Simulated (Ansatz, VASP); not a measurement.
CuI in VASP and in Ansatz

```
CELL_PARAMETERS angstrom
4.02290 0.00000 0.00000
0.00000 4.02290 0.00000
0.00000 0.00000 5.65060
ATOMIC_POSITIONS crystal
Cu 0.00000 0.00000 0.00000
Cu 0.50000 0.50000 0.00000
I 0.00000 0.50000 0.29130
I 0.50000 0.00000 0.70870
```

Alike in both runs: task single point; functional LDA; k mesh 4 × 4 × 4; no spin polarisation.

```csv
,VASP,Ansatz
version,VASP 6.6.1,Ansatz 0.2.0
potentials or method,"VASP PAW LDA potentials, release 64 (Cu, I), cutoff 520 eV","plane waves, PAW"
occupations,"gaussian, width 0.01 eV",fixed
valence electrons in the cell,36,72
```

|  | VASP | Ansatz | Ansatz less VASP |
| --- | --- | --- | --- |
| pressure (GPa) | 0.5 | 0.4 | -0.16 |
| traceless stress, the component that is largest in VASP (GPa) | 0.58 | 0.62 | +0.038 |

LDA's correlation is that of Perdew and Zunger in VASP and of Perdew and Wang (1992) in Ansatz. VASP's potentials hold 36 valence electrons a cell and Ansatz's 72, so a difference there can come from the potentials and not from the codes.

Spin-orbit coupling is off throughout.
